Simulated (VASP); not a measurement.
# Tl3I2 (P-3m1) in VASP: a series of runs, part 2 of 2

VASP 6.6.1.

## (3) Single point, PBE

This run uses another cell than the first one, of 42.54 Å³/atom.

INCAR

```
PREC     = Accurate       # precision mode
ENCUT    = 500            # plane-wave cutoff, eV
EDIFF    = 1E-6           # SCF threshold, eV
ISMEAR   = 0              # smearing method
SIGMA    = 0.1            # smearing width, eV
LREAL    = False          # projectors in reciprocal space
LASPH    = True           # aspherical terms in the spheres
NELM     = 120            # most SCF steps
ALGO     = Normal         # electronic algorithm
ISIF     = 2              # what is computed and relaxed
LWAVE    = False          # write WAVECAR
LCHARG   = False          # write CHGCAR
GGA      = PE             # functional
NBANDS   = 34             # bands
GGA_COMPAT= False
```

KPOINTS

```
regular mesh
0
Gamma
  6 6 2
```

POSCAR

```
Tl3I2
1.0
    4.8169059976      0.0000000000      0.0000000000
   -2.4084529988      4.1715629616      0.0000000000
    0.0000000000      0.0000000000     10.5853382937
Tl I
3 2
Direct
    0.0000000000      0.0000000000      0.0000000000
    0.3333333333      0.6666666667      0.5924754990
    0.6666666667      0.3333333333      0.4075245010
    0.3333333333      0.6666666667      0.2036563002
    0.6666666667      0.3333333333      0.7963436998
```

Potentials or basis: VASP PAW PBE potentials, release 64 (Tl_d, I).

Started as:

```bash
$ cat potpaw_PBE.64/Tl_d/POTCAR potpaw_PBE.64/I/POTCAR > POTCAR
$ mpirun -np 1 vasp_std > vasp.out
```

Run time: 48 s. Hardware: 1 thread of Intel Xeon 6975P-C (Granite Rapids), shared host; peak memory 0.34 GiB.

The run converged. Its results:

| Property | Result |
| --- | --- |
| Free energy | -11.6909 eV |
| Pressure | 0.1 GPa |
| Largest force | 0.004 eV/Å |
| Band gap on the k mesh | zero (an odd number of electrons rules out a gap without spin polarisation) |

Forces in eV/Å, atoms in the order of the input:
```
Tl   0.000  0.000  0.000
Tl   0.000  0.000 -0.004
Tl   0.000  0.000  0.004
I    0.000  0.000 -0.001
I    0.000  0.000  0.001
```

Stress tensor (GPa, compression positive):
```
0.00 0.00 0.00
0.00 0.00 0.00
0.00 0.00 0.16
```

Levels at points of the mesh, in eV from the Fermi level:
```
           k point  band 24  band 25  band 26  band 27  band 28  band 29
(0.00, 0.00, 0.00)    -2.70    -2.56    -1.95     1.27     1.50     1.87
(0.50, 0.00, 0.00)    -3.15    -2.90    -2.38     0.06     0.49     0.74
(0.00, 0.00, 0.50)    -2.67    -2.67    -1.79     0.62     1.67     1.67
(0.50, 0.00, 0.50)    -3.22    -3.00    -2.25    -0.46     0.97     1.42
```

Caveat: spin-orbit coupling is left out, which moves the levels of the heavy elements; an odd number of electrons without spin polarisation forces a metal; a magnetic or distorted state may lie lower.

## (4) Relaxation of cell and atoms, PBE

INCAR

```
PREC = Accurate
ENCUT = 500
EDIFF = 1E-7
ISMEAR = 0
SIGMA = 0.1
LREAL = False
LASPH = True
NELM = 120
ALGO = Normal
ISIF = 3
LWAVE = False
LCHARG = False
GGA = PE
IBRION = 2
NSW = 90
EDIFFG = -0.04
GGA_COMPAT = False
NELMIN = 4
```

KPOINTS is that of step 3.

POSCAR

```
Tl3I2
1.0
    5.0002150374      0.0000000000      0.0000000000
   -2.5001075187      4.3303132467      0.0000000000
    0.0000000000      0.0000000000      7.7795223804
Tl I
3 2
Direct
    0.0000000000      0.0000000000      0.0000000000
    0.3333333333      0.6666666667      0.6450000000
    0.6666666667      0.3333333333      0.3550000000
    0.3333333333      0.6666666667      0.2450000000
    0.6666666667      0.3333333333      0.7550000000
```

Started as:

```bash
$ cat potpaw_PBE.64/Tl_d/POTCAR potpaw_PBE.64/I/POTCAR > POTCAR
$ mpirun -np 1 vasp_std > vasp.out
```

Run time: 5.8 min. Hardware: 1 thread of Intel Xeon 6975P-C (Granite Rapids), shared host; peak memory 0.29 GiB.

Results (log left out):

```yaml
Free_energy: -11.3749 eV
Relaxed_volume: 45.00 Å³/atom
Relaxed_cell: a = 5.614 Å, b = 5.614 Å, c = 8.244 Å, α = 90.00°, β = 90.00°, γ = 120.00°
Space_group_after_relaxing_to_0.1_Å: P-3m1 (No. 164)
Energy_gained_by_relaxing: 373.2 meV/atom
Ionic_steps: 13
Pressure_after_relaxing: 0.0 GPa
Largest_force_after_relaxing: 0.024 eV/Å
Band_gap_on_the_k_mesh: zero (an odd number of electrons rules out a gap without spin polarisation)
```

Forces in eV/Å, atoms in the order of the input:
```
Tl   0.000  0.000  0.000
Tl   0.000  0.000  0.024
Tl   0.000  0.000 -0.024
I    0.000  0.000 -0.016
I    0.000  0.000  0.016
```

Stress tensor (GPa, compression positive):
```
-0.08  0.00  0.00
 0.00 -0.08  0.00
 0.00  0.00  0.05
```

Step by step:
```tsv
step	energy change (eV)	largest force (eV/Å)	pressure (GPa)	volume (Å³)
1	0.0000	1.4856	10.42	168.45
2	-1.7430	0.3133	0.66	227.67
3	-1.7486	0.1117	-0.62	250.69
4	-1.7703	0.1960	-0.11	239.96
5	-1.7702	0.2100	-0.02	238.37
6	-1.7745	0.2095	-0.02	237.77
7	-1.7873	0.2080	0.00	236.00
8	-1.8116	0.2028	0.04	232.48
9	-1.8501	0.1473	0.14	225.52
10	-1.8334	0.1162	0.64	211.94
11	-1.8603	0.0725	0.28	220.66
12	-1.8646	0.0272	-0.19	227.28
13	-1.8660	0.0242	-0.04	225.00
```

Final structure:
```yaml
crystal:
  lattice:
    - [5.61381, 0.00000, 0.00000]
    - [-2.80691, 4.86170, 0.00000]
    - [0.00000, 0.00000, 8.24415]
  atoms:
    - { symbol: Tl, position: [0.00000, 0.00000, 0.00000] }
    - { symbol: Tl, position: [0.33333, 0.66667, 0.64674] }
    - { symbol: Tl, position: [0.66667, 0.33333, 0.35326] }
    - { symbol: I, position: [0.33333, 0.66667, 0.19540] }
    - { symbol: I, position: [0.66667, 0.33333, 0.80460] }
```

Levels at points of the mesh, in eV from the Fermi level:
| k point | band 23 | band 24 | band 25 | band 26 | band 27 | band 28 | band 29 | band 30 |
| --- | --- | --- | --- | --- | --- | --- | --- | --- |
| (0.00, 0.00, 0.00) | -3.74 | -3.74 | -3.34 | -3.04 | 0.43 | 0.43 | 0.54 | 0.81 |
| (0.50, 0.00, 0.00) | -3.82 | -3.70 | -3.00 | -2.56 | 0.14 | 0.45 | 0.64 | 1.48 |
| (0.00, 0.00, 0.50) | -3.80 | -3.80 | -3.42 | -2.75 | -0.49 | 0.00 | 0.00 | 1.51 |
| (0.50, 0.00, 0.50) | -3.90 | -3.61 | -3.46 | -2.50 | -0.90 | 0.70 | 0.99 | 1.62 |

Caveat: the k points lie up to 0.38 Å⁻¹ apart in the final cell, too coarse for converged energies and pressures of a metal; the volume moved by over 15 % at a fixed basis, so the end points are rough; spin-orbit coupling is left out, which moves the levels of the heavy elements; an odd number of electrons without spin polarisation forces a metal; a magnetic or distorted state may lie lower.

## (5) Single point, PBE

This run uses another cell than the first one, of 42.57 Å³/atom.

INCAR

```
SYSTEM = Tl3I2
PREC     = Accurate       ! precision mode
ENCUT    = 500            ! plane-wave cutoff, eV
EDIFF    = 1E-6           ! SCF threshold, eV
ISMEAR   = 0              ! smearing method
SIGMA    = 0.1            ! smearing width, eV
LREAL    = .False.        ! projectors in reciprocal space
LASPH    = .True.         ! aspherical terms in the spheres
NELM     = 120            ! most SCF steps
ALGO     = Normal         ! electronic algorithm
ISIF     = 2              ! what is computed and relaxed
LWAVE    = .False.        ! write WAVECAR
LCHARG   = .False.        ! write CHGCAR
GGA      = PE             ! functional
NBANDS   = 34             ! bands
GGA_COMPAT= .False.
```

KPOINTS

```
Automatic mesh
0
Gamma
  12 12 4
  0 0 0
```

POSCAR

```
Tl3I2
1.0
    4.7512784382      0.0000000000      0.0000000000
   -2.3756392191      4.1147278280      0.0000000000
    0.0000000000      0.0000000000     10.8882973304
Tl I
3 2
Direct
    0.0000000000      0.0000000000      0.0000000000
    0.3333333333      0.6666666667      0.5965707271
    0.6666666667      0.3333333333      0.4034292729
    0.3333333333      0.6666666667      0.2037224414
    0.6666666667      0.3333333333      0.7962775586
```

Started as:

```bash
$ cat potpaw_PBE.64/Tl_d/POTCAR potpaw_PBE.64/I/POTCAR > POTCAR
$ mpirun -np 1 vasp_std > vasp.out
```

Wall time 2.6 min (1 thread of Intel Xeon 6975P-C (Granite Rapids), shared host); peak memory 0.57 GiB.

Results (log left out):

| Item | Value |
| --- | --- |
| Free energy | -11.6914 eV |
| Pressure | 0.0 GPa |
| Band gap on the k mesh | zero (an odd number of electrons rules out a gap without spin polarisation) |

Levels at points of the mesh, in eV from the Fermi level:
```
           k point  band 24  band 25  band 26  band 27  band 28  band 29
(0.00, 0.00, 0.00)    -2.64    -2.53    -1.98     1.22     1.59     2.08
(0.50, 0.00, 0.00)    -3.21    -2.88    -2.44     0.03     0.34     0.91
(0.00, 0.00, 0.50)    -2.61    -2.61    -1.68     0.61     1.88     1.88
(0.50, 0.00, 0.50)    -3.16    -2.96    -2.31    -0.49     1.13     1.28
```

Caveat: spin-orbit coupling is left out, which moves the levels of the heavy elements; an odd number of electrons without spin polarisation forces a metal; a magnetic or distorted state may lie lower.

## (6) Summary

```csv
task,cell,k mesh,gap on the mesh (eV),pressure (GPa),largest force (eV/Å)
single point,"a = 5.000, b = 5.000, c = 7.780 Å, angles 90.0, 90.0, 120.0°, 5 atoms, atomic positions A",6 × 6 × 4,none,10.5,1.53
single point,"a = 4.817, b = 4.817, c = 10.585 Å, angles 90.0, 90.0, 120.0°, 5 atoms, atomic positions B",6 × 6 × 2,none,0.1,-
relaxation of cell and atoms,"relaxed from a = 5.000, b = 5.000, c = 7.780 Å, angles 90.0, 90.0, 120.0°, 5 atoms, atomic positions A",6 × 6 × 2,none,0.0,0.02
single point,"a = 4.751, b = 4.751, c = 10.888 Å, angles 90.0, 90.0, 120.0°, 5 atoms, atomic positions C",12 × 12 × 4,none,0.0,-
```

Alike in all rows: level PBE; potentials or basis VASP PAW PBE potentials, release 64 (Tl_d, I); no spin polarisation; cutoff (eV) 500; smearing gaussian 0.1 eV.

Caveats: some runs use coarse meshes; spin-orbit coupling is left out, which moves the levels of the heavy elements; an odd number of electrons without spin polarisation forces a metal; a magnetic or distorted state may lie lower; the cell stands under pressure (at least some runs); the volume moved by over 15 % at a fixed basis, so the end points are rough (at least some runs).

Total energies depend on the potentials used, so only differences within one code and one set of settings carry meaning.
